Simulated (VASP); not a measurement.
Runs of VASP 6.6.1 on BN (ke600). The structure is that of space group P6_3mc (No. 186), or close to it. The cells are those of the table. 

```csv
task,potentials or basis,cell,k mesh,cutoff (eV),smearing,second run,gap on the mesh (eV),pressure (GPa),largest force (eV/Å)
single point,"VASP PAW LDA potentials, release 64 (B_h, N_h)","a = 2.522, b = 2.522, c = 4.174 Å, angles 90.0, 90.0, 120.0°, 4 atoms",9 × 9 × 6,910,gaussian 0.1 eV,hard_potentials,4.90,1.0,-
single point,"VASP PAW LDA potentials, release 64 (B, N)","a = 2.522, b = 2.522, c = 4.174 Å, angles 90.0, 90.0, 120.0°, 4 atoms",9 × 9 × 6,520,gaussian 0.1 eV,-,4.90,1.5,-
single point,"VASP PAW LDA potentials, release 64 (B, N)","a = 2.554, b = 2.554, c = 4.227 Å, angles 90.0, 90.0, 120.0°, 4 atoms",9 × 9 × 4,520,gaussian 0.1 eV,-,4.96,-12.9,0.02
relaxation of cell and atoms,"VASP PAW LDA potentials, release 64 (B, N)","relaxed from a = 2.554, b = 2.554, c = 4.227 Å, angles 90.0, 90.0, 120.0°, 4 atoms",9 × 9 × 6,600,gaussian 0.1 eV,-,(b),-0.1,0.03
single point,"VASP PAW LDA potentials, release 64 (B_h, N_h)","a = 2.523, b = 2.523, c = 4.174 Å, angles 90.0, 90.0, 120.0°, 4 atoms",12 × 12 × 6,910,gaussian 0.02 eV,hard_potentials,(a),0.6,0.01
```

Alike in all rows: level LDA; no spin polarisation.

Fill in the values left out.

(a) 4.91; (b) 4.93.

Caveats: the cutoff is under 1.25 times the usual one of these potentials, so pressure, stress and relaxed cells hold a basis-set (Pulay) error (some runs); the relaxation stopped at a loose force limit of 0.05 eV/Å, so its end isn't a converged minimum (some runs).

A k mesh can miss the band edges.
